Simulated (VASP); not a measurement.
# Lu (P6/mmm) in VASP: further runs

The runs below take Lu through single point, with PBEsol.

Program: VASP 6.6.1. These are calculated values, not measurements. Logs are shortened: lines on timing, memory, paths and dates and some standing lists are left out, and cuts for length are marked.

## 1. The cell of the first run

It takes space group P6/mmm (No. 191, hexagonal). Conventional cell: a = 5.529 Å, b = 5.529 Å, c = 3.473 Å, α = 90.00°, β = 90.00°, γ = 120.00°. Within 4.6 Å of Lu (site symmetry 6/mmm) lie 14 Lu at 3.47 to 3.63 Å. Lu (site symmetry -6m2) has 11 Lu at 3.19 to 3.63 Å within 4.2 Å.

This isn't the form of Lu at room conditions, which is hcp.

## 2. Single point, PBEsol (30.65 Å³/atom)

Input file INCAR:

```
SYSTEM = Lu
  PREC = Accurate
  ENCUT = 520
  EDIFF = 1E-6
  ISMEAR = -1
  SIGMA = 0.1
  LREAL = .FALSE.
  LASPH = .TRUE.
  NELM = 60
  ALGO = Normal
  ISIF = 2
  LWAVE = .FALSE.
  LCHARG = .FALSE.
  GGA = PS
  NBANDS = 44
```

Input file KPOINTS:

```
regular mesh
0
G
  8 8 11
  0 0 0
```

Input file POSCAR:

```
Lu
1.0
    5.5292637312      0.0000000000      0.0000000000
   -2.7646318656      4.7884828554      0.0000000000
    0.0000000000      0.0000000000      3.4727538789
Lu
3
Direct
    1.0000000000      0.0000000000      1.0000000000
    0.3333333333      0.6666666667      0.5000000000
    0.6666666667      0.3333333333      0.5000000000
```

Potentials or basis: VASP PAW PBE potentials, release 64 (Lu).

Command:

```bash
cat potpaw_PBE.64/Lu/POTCAR > POTCAR
mpirun -np 1 vasp_std > vasp.out
```

OUTCAR:

```text
SYSTEM = Lu
   PREC = Accurate
   ENCUT = 520
   EDIFF = 1E-6
   ISMEAR = -1
   LREAL = .FALSE.
   LASPH = .TRUE.
   NELM = 60
   ISIF = 2
   GGA = PS

 ion  position               nearest neighbor table
   1  0.000  0.000  0.000-   2 3.63   3 3.63   2 3.63   3 3.63   2 3.63   2 3.63   3 3.63   3 3.63
                             3 3.63   3 3.63   2 3.63   2 3.63
   2  0.333  0.667  0.500-   3 3.19   3 3.19   3 3.19   1 3.63   1 3.63   1 3.63   1 3.63   1 3.63
                             1 3.63
   3  0.667  0.333  0.500-   2 3.19   2 3.19   2 3.19   1 3.63   1 3.63   1 3.63   1 3.63   1 3.63
                             1 3.63

  LATTYP: Found a hexagonal cell.
 ALAT       =     5.5292637312
 C/A-ratio  =     0.6280680481

  Lattice vectors:

 A1 = (   5.5292637312,   0.0000000000,   0.0000000000)
 A2 = (  -2.7646318656,   4.7884828554,   0.0000000000)
 A3 = (   0.0000000000,   0.0000000000,   3.4727538789)

Analysis of symmetry for initial positions (statically):
=====================================================================
 Subroutine PRICEL returns:
 Original cell was already a primitive cell.

 Routine SETGRP: Setting up the symmetry group for a
 hexagonal supercell.

 Subroutine GETGRP returns: Found 24 space group operations
 (whereof 24 operations were pure point group operations)
 out of a pool of 24 trial point group operations.

The static configuration has the point symmetry D_6h.

Analysis of symmetry for dynamics (positions and initial velocities):
=====================================================================
 Subroutine PRICEL returns:
 Original cell was already a primitive cell.

 Routine SETGRP: Setting up the symmetry group for a
 hexagonal supercell.

 Subroutine GETGRP returns: Found 24 space group operations
 (whereof 24 operations were pure point group operations)
 out of a pool of 24 trial point group operations.

The dynamic configuration has the point symmetry D_6h.

 Subroutine INISYM returns: Found 24 space group operations
 (whereof 24 operations are pure point group operations),
 and found     1 'primitive' translations

----------------------------------------------------------------------------------------

                                     Primitive cell

  volume of cell :      91.9474

  direct lattice vectors                    reciprocal lattice vectors
     5.529263731  0.000000000  0.000000000     0.180855906  0.104417206  0.000000000
    -2.764631866  4.788482855  0.000000000     0.000000000  0.208834412  0.000000000
     0.000000000  0.000000000  3.472753879     0.000000000  0.000000000  0.287955909

  length of vectors
     5.529263731  5.529263731  3.472753879     0.208834412  0.208834412  0.287955909

  position of ions in fractional coordinates (direct lattice)
     0.000000000  0.000000000  0.000000000
     0.333333333  0.666666667  0.500000000
     0.666666667  0.333333333  0.500000000

  ion indices of the primitive-cell ions
   primitive index   ion index
                 1           1
                 2           2
                 3           3

----------------------------------------------------------------------------------------

 KPOINTS: regular mesh

Automatic generation of k-mesh.
 Grid dimensions read from file:
 generate k-points for:    8    8   11

 Generating k-lattice:

  Cartesian coordinates                     Fractional coordinates (reciprocal lattice)
     0.022606988  0.013052151  0.000000000     0.125000000  0.000000000  0.000000000
     0.000000000  0.026104301  0.000000000     0.000000000  0.125000000  0.000000000
     0.000000000  0.000000000  0.026177810     0.000000000  0.000000000  0.090909091

  Length of vectors
     0.026104301  0.026104301  0.026177810

  Shift w.r.t. Gamma in fractional coordinates (k-lattice)
     0.000000000  0.000000000  0.000000000

 Subroutine IBZKPT returns following result:
 ===========================================

 Found     60 irreducible k-points:

 Following reciprocal coordinates:
            Coordinates               Weight
  0.000000  0.000000  0.000000      1.000000
  0.125000  0.000000  0.000000      6.000000
  0.250000  0.000000  0.000000      6.000000
  0.375000  0.000000  0.000000      6.000000
  0.500000  0.000000  0.000000      3.000000
  0.125000  0.125000  0.000000      6.000000
[... 16 lines left out ...]
  0.250000  0.000000  0.181818     12.000000
  0.375000  0.000000  0.181818     12.000000
 [... further k-points ...]
   k-points           NKPTS =     60   k-points in BZ     NKDIM =     60   number of bands    NBANDS=     44
   number of dos      NEDOS =    301   number of ions     NIONS =      3
   total plane-waves  NPLWV =  49392
   dimension x,y,z NGX =    42 NGY =   42 NGZ =   28
   dimension x,y,z NGXF=    84 NGYF=   84 NGZF=   56
   ions per type =               3
   NGX,Y,Z   is equivalent  to a cutoff of  12.63, 12.63, 13.40 a.u.
   NGXF,Y,Z  is equivalent  to a cutoff of  25.26, 25.26, 26.81 a.u.
 SYSTEM =  Lu
   PREC   = accura    normal or accurate (medium, high low for compatibility)
   ISTART =      0    job   : 0-new  1-cont  2-samecut
   ICHARG =      2    charge: 1-file 2-atom 10-const
   ISPIN  =      1    spin polarized calculation?
   LNONCOLLINEAR =      F non collinear calculations
   LSORBIT =      F    spin-orbit coupling
   LASPH  =      T    aspherical Exc in radial PAW
   ENCUT  =  520.0 eV  38.22 Ry    6.18 a.u.  10.28 10.28  6.46*2*pi/ulx,y,z
   NELM   =     60;   NELMIN=  2; NELMDL= -5     # of ELM steps
   EDIFF  = 0.1E-05   stopping-criterion for ELM
   LREAL  =      F    real-space projection
   EDIFFG = 0.1E-04   stopping-criterion for IOM
   NSW    =      0    number of steps for IOM
   IBRION =     -1    ionic relax: 0-MD 1-quasi-New 2-CG
   NFREE  =      0    steps in history (QN), initial steepest desc. (CG)
   ISIF   =      2    stress and relaxation
   ISYM   =      2    0-nonsym 1-usesym 2-fastsym
   POTIM  = 0.5000    time-step for ionic-motion
   TEBEG  =    0.0;   TEEND  =   0.0 temperature during run
   PSTRESS=    0.0 pullay stress
   NELECT =      75.0000    total number of electrons
   NUPDOWN=      -1.0000    fix difference up-down
   EMIN   =  10.00;   EMAX   =-10.00  energy-range for DOS
   EFERMI =   0.00;   METHOD = LEGACY
   ISMEAR =    -1;   SIGMA  =   0.10  broadening in eV -4-tet -1-fermi 0-gaus
   EFERMI_NEDOS =   21; number of points for ismear=-14 and -15
   IALGO  =     38    algorithm
   IMIX   =      4    mixing-type and parameters
     AMIX     =   0.40;   BMIX     =  1.00
     AMIX_MAG =   1.60;   BMIX_MAG =  1.00
  volume/ion in A,a.u.               =      30.65       206.83
  Fermi-wavevector in a.u.,A,eV,Ry     =   1.529615  2.890553 31.833856  2.339722
  Thomas-Fermi vector in A             =   2.637212
   LORBIT       =      0    0 simple, 1 ext, 2 COOP (PROOUT), +10 PAW based schemes
   GGA     = PS    functional components
   LHFCALC =     F    Hartree Fock is set to
   AEXX    =    0.0000 exact exchange contribution
   IVDW    =     0    specifies the selected vdW correction
   LEPSILON=     F    determine dielectric tensor
   LRPA    =     F    only Hartree local field effects (RPA)
 non-spin polarized calculation
  energy-cutoff  :      520.00
  volume of cell :       91.95
 maximum number of plane-waves:      2500
 NGX is ok and might be reduce to    42
   NGX = 21   NGY = 21   NGZ = 13

 number of electron      74.9999990 magnetization

 Free energy of the ion-electron system (eV)
  ---------------------------------------------------
  ext. energy  EPLUGINS =         0.00000000
  ---------------------------------------------------
  free energy    TOTEN  =       -14.53274694 eV

  energy without entropy =      -14.35845482  energy(sigma->0) =      -14.44560088

 E-fermi :   1.8439     XC(G=0): -10.5270

 val. band max:        1.8347997942   @ k =   0.1250   0.1250   0.1818
 cond. band min:       1.8482235071   @ k =   0.3750   0.1250   0.3636
 fundamental gap:      0.0134237128
 Fermi energy:         1.8439252353

 k-point     1 :       0.0000    0.0000    0.0000
  band No.  band energies     occupation
      1     -54.4978      2.00000
      2     -54.4551      2.00000
      3     -54.4041      2.00000
      4     -25.3227      2.00000
      5     -25.3227      2.00000
      6     -25.1257      2.00000
[... 36 lines left out ...]
     43       4.6786      0.00000
     44       5.1487      0.00000

 k-point     2 :       0.1250    0.0000    0.0000
  band No.  band energies     occupation
      1     -54.4962      2.00000
      2     -54.4565      2.00000
      3     -54.4042      2.00000
      4     -25.3373      2.00000
      5     -25.3225      2.00000
      6     -25.1072      2.00000
[... 36 lines left out ...]
     43       4.7648      0.00000
     44       4.8083      0.00000

 k-point     3 :       0.2500    0.0000    0.0000
  band No.  band energies     occupation
      1     -54.4920      2.00000
      2     -54.4604      2.00000
      3     -54.4045      2.00000
      4     -25.3659      2.00000
      5     -25.3091      2.00000
      6     -25.0672      2.00000
[... 36 lines left out ...]
     43       4.4042      0.00000
     44       4.6747      0.00000

 k-point     4 :       0.3750    0.0000    0.0000
  band No.  band energies     occupation
      1     -54.4864      2.00000
      2     -54.4658      2.00000
      3     -54.4048      2.00000
      4     -25.3891      2.00000
      5     -25.2708      2.00000
      6     -25.0621      2.00000
[... 882 lines left out ...]
     43       4.4849      0.00000
     44       4.6176      0.00000

 k-point    23 :       0.2500    0.0000    0.1818
  band No.  band energies     occupation
      1     -54.4892      2.00000
      2     -54.4578      2.00000
      3     -54.4021      2.00000
      4     -25.3497      2.00000
      5     -25.2968      2.00000
      6     -25.1156      2.00000
[... 36 lines left out ...]
     43       4.1414      0.00000
     44       4.5515      0.00000

 k-point    24 :       0.3750    0.0000    0.1818
  band No.  band energies     occupation
      1     -54.4837      2.00000
      2     -54.4632      2.00000
      3     -54.4023      2.00000
      4     -25.3697      2.00000
      5     -25.2645      2.00000
      6     -25.1148      2.00000
[... 36 lines left out ...]
     43       3.8835      0.00000
     44       4.7837      0.00000

 [... further k-points ...]

------------------------ aborting loop because EDIFF is reached ----------------------------------------

  FORCE on cell =-STRESS in cart. coord.  units (eV):
  Direction    XX          YY          ZZ          XY          YZ          ZX
  --------------------------------------------------------------------------------------
  -------------------------------------------------------------------------------------
  Total       -2.5231129     -2.5231129     -2.4130861      0.0000000      0.0000000      0.0000000
  in kB      -43.9650947    -43.9650947    -42.0478855      0.0000000      0.0000000      0.0000000
  external PRESSURE =     -43.3260250 kB  Pullay stress =       0.0000000 kB

 VOLUME and BASIS-vectors are now :
 -----------------------------------------------------------------------------
  energy-cutoff  :      520.00
  volume of cell :       91.95
      direct lattice vectors                 reciprocal lattice vectors
     5.529263731  0.000000000  0.000000000     0.180855906  0.104417206  0.000000000
    -2.764631866  4.788482855  0.000000000     0.000000000  0.208834412  0.000000000
     0.000000000  0.000000000  3.472753879     0.000000000  0.000000000  0.287955909

 POSITION                                       TOTAL-FORCE (eV/Angst)
 -----------------------------------------------------------------------------------
      0.00000      0.00000      0.00000        -0.000000      0.000000      0.000000
     -0.00000      3.19232      1.73638        -0.000000      0.000000      0.000000
      2.76463      1.59616      1.73638         0.000000      0.000000      0.000000
 -----------------------------------------------------------------------------------
    total drift:                                0.000000      0.000000     -0.000000

  FREE ENERGIE OF THE ION-ELECTRON SYSTEM (eV)
  ---------------------------------------------------
  free  energy   TOTEN  =       -14.5327469369 eV

  energy  without entropy=      -14.3584548156  energy(sigma->0) =      -14.44560088
```

It took 7.3 min on 1 thread of Intel Xeon 8259CL, shared host; peak memory 0.35 GiB.

What came out:

```
Free energy            : -14.5327 eV
Pressure               : -4.3 GPa
Band gap on the k mesh : zero (an odd number of electrons rules out a gap without spin polarisation)
```

Stress tensor (GPa, compression positive):
```
-4.40  0.00  0.00
 0.00 -4.40  0.00
 0.00  0.00 -4.20
```

Levels at points of the mesh, in eV from the Fermi level:
```
           k point  band 34  band 35  band 36  band 37  band 38  band 39  band 40  band 41
(0.00, 0.00, 0.00)    -4.89    -1.03    -0.03    -0.03     0.00     0.00     0.12     1.99
(0.50, 0.00, 0.00)    -3.73    -3.72    -2.23     0.57     0.69     0.76     0.82     1.22
```

Caveat: the cell stands under tension; the PAW data sets were made with another functional, which shifts forces and pressure a little; spin-orbit coupling is left out, which moves the levels of the heavy elements.

## 3. Single point, PBEsol

This run uses another cell than the first one, of 27.37 Å³/atom.

Input file INCAR:

```
SYSTEM = Lu
PREC     = Accurate       ! precision mode
ENCUT    = 520            ! plane-wave cutoff, eV
EDIFF    = 1E-7           ! SCF threshold, eV
ISMEAR   = -1             ! smearing method
SIGMA    = 0.1            ! smearing width, eV
LREAL    = .FALSE.        ! projectors in reciprocal space
LASPH    = .TRUE.         ! aspherical terms in the spheres
NELM     = 60             ! most SCF steps
ALGO     = Normal         ! electronic algorithm
ISIF     = 2              ! what is computed and relaxed
LWAVE    = .FALSE.        ! write WAVECAR
LCHARG   = .FALSE.        ! write CHGCAR
GGA      = PS             ! functional
NBANDS   = 44             ! bands
```

Input file KPOINTS:

```
regular mesh
0
G
  9 9 12
  0 0 0
```

Input file POSCAR:

```
Lu
1.0
    5.3242850379      0.0000000000      0.0000000000
   -2.6621425189      4.6109660998      0.0000000000
    0.0000000000      0.0000000000      3.3440133111
Lu
3
Direct
    1.0000000000      0.0000000000      1.0000000000
    0.3333333333      0.6666666667      0.5000000000
    0.6666666667      0.3333333333      0.5000000000
```

Potentials or basis: VASP PAW PBE potentials, release 64 (Lu).

Command:

```bash
cat potpaw_PBE.64/Lu/POTCAR > POTCAR
mpirun -np 1 vasp_std > vasp.out
```

Wall time 8.6 min (1 thread of Intel Xeon 8259CL, shared host); peak memory 0.37 GiB.

It converged, with:

| Quantity | Value |
| --- | --- |
| Free energy | -14.6685 eV |
| Pressure | 0.1 GPa |
| Band gap on the k mesh | zero (an odd number of electrons rules out a gap without spin polarisation) |

Levels at points of the mesh, in eV from the Fermi level:
```csv
k point,band 35,band 36,band 37,band 38,band 39,band 40
"(0.00, 0.00, 0.00)",-1.23,0.05,0.05,0.10,0.10,0.23
"(0.00, 0.00, 0.50)",-1.69,-1.20,-1.20,-0.72,-0.72,2.12
```

Caveat: the PAW data sets were made with another functional, which shifts forces and pressure a little; spin-orbit coupling is left out, which moves the levels of the heavy elements.
